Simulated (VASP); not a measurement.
# MgBe5 (P6/mmm) in VASP: density of states with PBE

Aim: the density of states of MgBe5 with PBE.

Program: VASP 6.6.1. These are calculated values, not measurements. Logs are shortened: lines on timing, memory, paths and dates and some standing lists are left out, and cuts for length are marked.

### Step 1. The cell of the first run

Symmetry: P6/mmm, No. 191, hexagonal system. Conventional cell: a = 4.428 Å, b = 4.428 Å, c = 3.564 Å, α = 90.00°, β = 90.00°, γ = 120.00°. Mg (site symmetry 6/mmm) has 18 Be at 2.56 to 2.84 Å within 3.4 Å. Be (site symmetry -6m2) has 9 Be at 2.19 to 2.56 Å and 3 Mg at 2.56 Å within 2.9 Å. Within 2.9 Å of Be (site symmetry mmm) lie 8 Be at 2.19 to 2.21 Å and 4 Mg at 2.84 Å.

### Step 2. Density of states, PBE

The input, POSCAR:

```
MgBe5
1.0
    4.4281457937      0.0000000000      0.0000000000
   -2.2140728969      3.8348867490      0.0000000000
    0.0000000000      0.0000000000      3.5644269069
Mg Be
1 5
Direct
    0.0000000000      0.0000000000      0.0000000000
    0.3333333333      0.6666666667      0.0000000000
    0.6666666667      0.3333333333      0.0000000000
    0.5000000000      0.0000000000      0.5000000000
    0.5000000000      0.5000000000      0.5000000000
    0.0000000000      0.5000000000      0.5000000000
```

The input, INCAR.step1:

```
SYSTEM = MgBe5
PREC = Accurate
ENCUT = 520
EDIFF = 1E-7
ISMEAR = 0
SIGMA = 0.1
LREAL = .FALSE.
LASPH = .TRUE.
NELM = 100
ALGO = Normal
ISIF = 2
LWAVE = .FALSE.
LCHARG = .TRUE.
GGA = PE
NBANDS = 15
```

The input, KPOINTS.step1:

```
regular mesh
0
G
  12 12 10
  0 0 0
```

The input, INCAR.step2:

```
SYSTEM = MgBe5
PREC = Accurate
ENCUT = 520
EDIFF = 1E-7
ISMEAR = -5
SIGMA = 0.1
LREAL = .FALSE.
LASPH = .TRUE.
NELM = 100
ALGO = Normal
ISIF = 2
LWAVE = .FALSE.
LCHARG = .FALSE.
GGA = PE
LORBIT = 11
NBANDS = 15
NEDOS = 2001
ICHARG = 11
```

The input, KPOINTS.step2:

```
regular mesh
0
G
  18 18 15
  0 0 0
```

Potentials or basis: VASP PAW PBE potentials, release 64 (Mg, Be).

Command:

```bash
$ cat potpaw_PBE.64/Mg/POTCAR potpaw_PBE.64/Be/POTCAR > POTCAR
$ cp INCAR.step1 INCAR
$ cp KPOINTS.step1 KPOINTS
$ mpirun -np 1 vasp_std > vasp.out
$ cp INCAR.step2 INCAR
$ cp KPOINTS.step2 KPOINTS
$ mpirun -np 1 vasp_std > vasp.out
```

OUTCAR:

```text
SYSTEM = MgBe5
   PREC = Accurate
   ENCUT = 520
   EDIFF = 1E-7
   ISMEAR = -5
   LREAL = .FALSE.
   LASPH = .TRUE.
   NELM = 100
   ISIF = 2
   GGA = PE
   LORBIT = 11
   ICHARG = 11

 ion  position               nearest neighbor table
   1  0.000  0.000  0.000-   2 2.56   3 2.56   3 2.56   2 2.56   3 2.56   2 2.56   5 2.84   5 2.84
                             5 2.84   5 2.84   4 2.84   4 2.84   4 2.84   4 2.84   6 2.84   6 2.84
   2  0.333  0.667  0.000-   6 2.19   6 2.19   4 2.19   4 2.19   5 2.19   5 2.19   1 2.56   1 2.56
                             1 2.56
   3  0.667  0.333  0.000-   6 2.19   6 2.19   4 2.19   4 2.19   5 2.19   5 2.19   1 2.56   1 2.56
                             1 2.56
   4  0.500  0.000  0.500-   2 2.19   3 2.19   2 2.19   3 2.19   6 2.21   6 2.21   5 2.21   5 2.21
                             1 2.84   1 2.84   1 2.84   1 2.84
   5  0.500  0.500  0.500-   2 2.19   3 2.19   2 2.19   3 2.19   6 2.21   6 2.21   4 2.21   4 2.21
                             1 2.84   1 2.84   1 2.84   1 2.84
   6  0.000  0.500  0.500-   2 2.19   3 2.19   2 2.19   3 2.19   4 2.21   4 2.21   5 2.21   5 2.21
                             1 2.84   1 2.84   1 2.84   1 2.84

  LATTYP: Found a hexagonal cell.
 ALAT       =     4.4281457937
 C/A-ratio  =     0.8049479563

  Lattice vectors:

 A1 = (   4.4281457937,   0.0000000000,   0.0000000000)
 A2 = (  -2.2140728969,   3.8348867490,   0.0000000000)
 A3 = (   0.0000000000,   0.0000000000,   3.5644269069)

Analysis of symmetry for initial positions (statically):
=====================================================================
 Subroutine PRICEL returns:
 Original cell was already a primitive cell.

 Routine SETGRP: Setting up the symmetry group for a
 hexagonal supercell.

 Subroutine GETGRP returns: Found 24 space group operations
 (whereof 24 operations were pure point group operations)
 out of a pool of 24 trial point group operations.

The static configuration has the point symmetry D_6h.

Analysis of symmetry for dynamics (positions and initial velocities):
=====================================================================
 Subroutine PRICEL returns:
 Original cell was already a primitive cell.

 Routine SETGRP: Setting up the symmetry group for a
 hexagonal supercell.

 Subroutine GETGRP returns: Found 24 space group operations
 (whereof 24 operations were pure point group operations)
 out of a pool of 24 trial point group operations.

The dynamic configuration has the point symmetry D_6h.

 Subroutine INISYM returns: Found 24 space group operations
 (whereof 24 operations are pure point group operations),
 and found     1 'primitive' translations

----------------------------------------------------------------------------------------

                                     Primitive cell

  volume of cell :      60.5291

  direct lattice vectors                    reciprocal lattice vectors
     4.428145794  0.000000000  0.000000000     0.225828156  0.130381947  0.000000000
    -2.214072897  3.834886749  0.000000000     0.000000000  0.260763894  0.000000000
     0.000000000  0.000000000  3.564426907     0.000000000  0.000000000  0.280550009

  length of vectors
     4.428145794  4.428145794  3.564426907     0.260763894  0.260763894  0.280550009

  position of ions in fractional coordinates (direct lattice)
     0.000000000  0.000000000  0.000000000
     0.333333333  0.666666667  0.000000000
     0.666666667  0.333333333  0.000000000
     0.500000000  0.000000000  0.500000000
     0.500000000  0.500000000  0.500000000
     0.000000000  0.500000000  0.500000000

  ion indices of the primitive-cell ions
   primitive index   ion index
                 1           1
                 2           2
                 3           3
                 4           4
                 5           5
                 6           6

----------------------------------------------------------------------------------------

 KPOINTS: regular mesh

Automatic generation of k-mesh.
 Grid dimensions read from file:
 generate k-points for:   18   18   15

 Generating k-lattice:

  Cartesian coordinates                     Fractional coordinates (reciprocal lattice)
     0.012546009  0.007243441  0.000000000     0.055555556  0.000000000  0.000000000
     0.000000000  0.014486883  0.000000000     0.000000000  0.055555556  0.000000000
     0.000000000  0.000000000  0.018703334     0.000000000  0.000000000  0.066666667

  Length of vectors
     0.014486883  0.014486883  0.018703334

  Shift w.r.t. Gamma in fractional coordinates (k-lattice)
     0.000000000  0.000000000  0.000000000

 TETIRR: Found   4782 inequivalent tetrahedra from    29160

 Subroutine IBZKPT returns following result:
 ===========================================

 Found    296 irreducible k-points:

 Following reciprocal coordinates:
            Coordinates               Weight
  0.000000  0.000000  0.000000      1.000000
  0.055556  0.000000  0.000000      6.000000
  0.111111  0.000000  0.000000      6.000000
  0.166667  0.000000  0.000000      6.000000
  0.222222  0.000000  0.000000      6.000000
  0.277778  0.000000  0.000000      6.000000
[... 16 lines left out ...]
  0.333333  0.111111  0.000000     12.000000
  0.388889  0.111111  0.000000     12.000000
 [... further k-points ...]
   k-points           NKPTS =    296   k-points in BZ     NKDIM =    296   number of bands    NBANDS=     15
   number of dos      NEDOS =   2001   number of ions     NIONS =      6
   total plane-waves  NPLWV =  36288
   dimension x,y,z NGX =    36 NGY =   36 NGZ =   28
   dimension x,y,z NGXF=    72 NGYF=   72 NGZF=   56
   ions per type =               1   5
   NGX,Y,Z   is equivalent  to a cutoff of  13.52, 13.52, 13.06 a.u.
   NGXF,Y,Z  is equivalent  to a cutoff of  27.03, 27.03, 26.12 a.u.
 SYSTEM =  MgBe5
   PREC   = accura    normal or accurate (medium, high low for compatibility)
   ISTART =      0    job   : 0-new  1-cont  2-samecut
   ICHARG =     11    charge: 1-file 2-atom 10-const
   ISPIN  =      1    spin polarized calculation?
   LNONCOLLINEAR =      F non collinear calculations
   LSORBIT =      F    spin-orbit coupling
   LASPH  =      T    aspherical Exc in radial PAW
   ENCUT  =  520.0 eV  38.22 Ry    6.18 a.u.   8.23  8.23  6.63*2*pi/ulx,y,z
   NELM   =    100;   NELMIN=  2; NELMDL=  0     # of ELM steps
   EDIFF  = 0.1E-06   stopping-criterion for ELM
   LREAL  =      F    real-space projection
   EDIFFG = 0.1E-05   stopping-criterion for IOM
   NSW    =      0    number of steps for IOM
   IBRION =     -1    ionic relax: 0-MD 1-quasi-New 2-CG
   NFREE  =      0    steps in history (QN), initial steepest desc. (CG)
   ISIF   =      2    stress and relaxation
   ISYM   =      2    0-nonsym 1-usesym 2-fastsym
   POTIM  = 0.5000    time-step for ionic-motion
   TEBEG  =    0.0;   TEEND  =   0.0 temperature during run
   PSTRESS=    0.0 pullay stress
   NELECT =      12.0000    total number of electrons
   NUPDOWN=      -1.0000    fix difference up-down
   EMIN   =  10.00;   EMAX   =-10.00  energy-range for DOS
   EFERMI =   0.00;   METHOD = LEGACY
   ISMEAR =    -5;   SIGMA  =   0.10  broadening in eV -4-tet -1-fermi 0-gaus
   EFERMI_NEDOS =   21; number of points for ismear=-14 and -15
   IALGO  =     38    algorithm
   IMIX   =      4    mixing-type and parameters
     AMIX     =   0.40;   BMIX     =  1.00
     AMIX_MAG =   1.60;   BMIX_MAG =  1.00
  volume/ion in A,a.u.               =      10.09        68.08
  Fermi-wavevector in a.u.,A,eV,Ry     =   0.954583  1.803901 12.398028  0.911229
  Thomas-Fermi vector in A             =   2.083343
   LORBIT       =     11    0 simple, 1 ext, 2 COOP (PROOUT), +10 PAW based schemes
   GGA     = PE    functional components
   LHFCALC =     F    Hartree Fock is set to
   AEXX    =    0.0000 exact exchange contribution
   IVDW    =     0    specifies the selected vdW correction
   LEPSILON=     F    determine dielectric tensor
   LRPA    =     F    only Hartree local field effects (RPA)
 non-spin polarized calculation
 Fermi weights with tetrahedron method with Bloechl corrections
  energy-cutoff  :      520.00
  volume of cell :       60.53
 maximum number of plane-waves:      1675
 NGX is ok and might be reduce to    36

 number of electron      12.0000000 magnetization

 Free energy of the ion-electron system (eV)
  ---------------------------------------------------
  ext. energy  EPLUGINS =         0.00000000
  ---------------------------------------------------
  free energy    TOTEN  =       -19.95789383 eV

  energy without entropy =      -19.95789383  energy(sigma->0) =      -19.95789383

 E-fermi :   5.3360     XC(G=0): -10.0378

 val. band max:        5.3658824933   @ k =   0.0000   0.0000   0.4667
 cond. band min:       5.3169554551   @ k =   0.3889   0.2222   0.0667
 fundamental gap:     -0.0489270382
 Fermi energy:         5.3359663906

 k-point     1 :       0.0000    0.0000    0.0000
  band No.  band energies     occupation
      1      -4.5350      2.00000
      2       1.6335      2.00000
      3       2.7800      2.00000
      4       3.4646      2.00000
      5       3.4646      2.00000
      6       3.5262      2.00000
      7       3.5262      2.00000
      8       7.5618      0.00000
      9       8.1205      0.00000
     10      10.4504      0.00000
     11      11.5223      0.00000
     12      11.5223      0.00000
     13      13.5655      0.00000
     14      13.5655      0.00000
     15      16.0099      0.00000

 k-point     2 :       0.0556    0.0000    0.0000
  band No.  band energies     occupation
      1      -4.5100      2.00000
      2       1.5029      2.00000
      3       2.8054      2.00000
      4       3.0641      2.00000
      5       3.0716      2.00000
      6       3.9757      2.00000
      7       3.9892      2.00000
      8       7.6273      0.00000
      9       8.2125      0.00000
     10      10.0771      0.00000
     11      11.4824      0.00000
     12      11.8804      0.00000
     13      13.5011      0.00000
     14      13.5427      0.00000
     15      15.5570      0.00000

 k-point     3 :       0.1111    0.0000    0.0000
  band No.  band energies     occupation
      1      -4.4351      2.00000
      2       1.1471      2.00000
      3       2.6840      2.00000
      4       2.7398      2.00000
      5       2.8813      2.00000
      6       4.5024      2.00000
      7       4.5156      2.00000
      8       7.7453      0.00000
      9       8.5434      0.00000
     10       9.4298      0.00000
     11      11.3740      0.00000
     12      12.4553      0.00000
     13      13.3227      0.00000
     14      13.4648      0.00000
     15      15.1386      0.00000
[... 343 lines left out ...]
 k-point    23 :       0.3333    0.1111    0.0000
  band No.  band energies     occupation
      1      -3.2606      2.00000
      2      -1.4878      2.00000
      3       0.5083      2.00000
      4       2.9821      2.00000
      5       3.9937      2.00000
      6       6.2968      0.00000
      7       6.4642      0.00000
      8       7.9689      0.00000
      9       8.3885      0.00000
     10      10.2222      0.00000
     11      10.9663      0.00000
     12      12.2972      0.00000
     13      12.9868      0.00000
     14      13.2839      0.00000
     15      13.4572      0.00000

 k-point    24 :       0.3889    0.1111    0.0000
  band No.  band energies     occupation
      1      -2.9191      2.00000
      2      -1.9495      2.00000
      3       0.4206      2.00000
      4       2.9379      2.00000
      5       4.2405      2.00000
      6       5.9214      0.00000
      7       6.9431      0.00000
      8       7.8697      0.00000
      9       8.9338      0.00000
     10      10.1368      0.00000
     11      10.3966      0.00000
     12      12.2302      0.00000
     13      12.8030      0.00000
     14      13.3844      0.00000
     15      13.9459      0.00000

 [... further k-points ...]

------------------------ aborting loop because EDIFF is reached ----------------------------------------

  FORCE on cell =-STRESS in cart. coord.  units (eV):
  Direction    XX          YY          ZZ          XY          YZ          ZX
  --------------------------------------------------------------------------------------
  -------------------------------------------------------------------------------------
  Total        0.0336397      0.0336397     -0.0750316     -0.0000000      0.0000000     -0.0000000
  in kB        0.8904262      0.8904262     -1.9860510     -0.0000000      0.0000000     -0.0000000
  external PRESSURE =      -0.0683995 kB  Pullay stress =       0.0000000 kB

 VOLUME and BASIS-vectors are now :
 -----------------------------------------------------------------------------
  energy-cutoff  :      520.00
  volume of cell :       60.53
      direct lattice vectors                 reciprocal lattice vectors
     4.428145794  0.000000000  0.000000000     0.225828156  0.130381947  0.000000000
    -2.214072897  3.834886749  0.000000000     0.000000000  0.260763894  0.000000000
     0.000000000  0.000000000  3.564426907     0.000000000  0.000000000  0.280550009

 POSITION                                       TOTAL-FORCE (eV/Angst)
 -----------------------------------------------------------------------------------
      0.00000      0.00000      0.00000        -0.000000      0.000000      0.000000
     -0.00000      2.55659      0.00000         0.000000      0.000000      0.000000
      2.21407      1.27830      0.00000        -0.000000     -0.000000     -0.000000
      2.21407      0.00000      1.78221         0.000000      0.000000      0.000000
      1.10704      1.91744      1.78221        -0.000000      0.000000      0.000000
     -1.10704      1.91744      1.78221        -0.000000      0.000000      0.000000
 -----------------------------------------------------------------------------------
    total drift:                                0.000000      0.000000     -0.000000

  FREE ENERGIE OF THE ION-ELECTRON SYSTEM (eV)
  ---------------------------------------------------
  free  energy   TOTEN  =       -19.9578938274 eV

  energy  without entropy=      -19.9578938274  energy(sigma->0) =      -19.95789383

 total charge

# of ion       s       p       d       tot
------------------------------------------
    1        0.166   0.179   0.038   0.384
    2        0.412   0.721   0.000   1.133
    3        0.412   0.721   0.000   1.133
    4        0.416   0.714   0.000   1.129
    5        0.416   0.714   0.000   1.129
    6        0.416   0.714   0.000   1.129
--------------------------------------------------
tot          2.237   3.763   0.038   6.039
```

Wall time 2 min (1 thread of AMD EPYC 9R45 (Zen 5), shared host); peak memory 0.34 GiB.

What came out:

- Valence electrons inside the program's atomic spheres: Mg 0.38; Be 1.13

Levels at points of the mesh, in eV from the Fermi level:
```tsv
k point	band 3	band 4	band 5	band 6	band 7	band 8	band 9	band 10
(0.00, 0.00, 0.00)	-2.56	-1.87	-1.87	-1.81	-1.81	2.23	2.78	5.11
(0.50, 0.00, 0.00)	-3.90	-3.57	-1.07	0.50	2.43	2.51	3.46	4.83
```

Caveat: tetrahedron occupations give inexact forces and stress in metals.
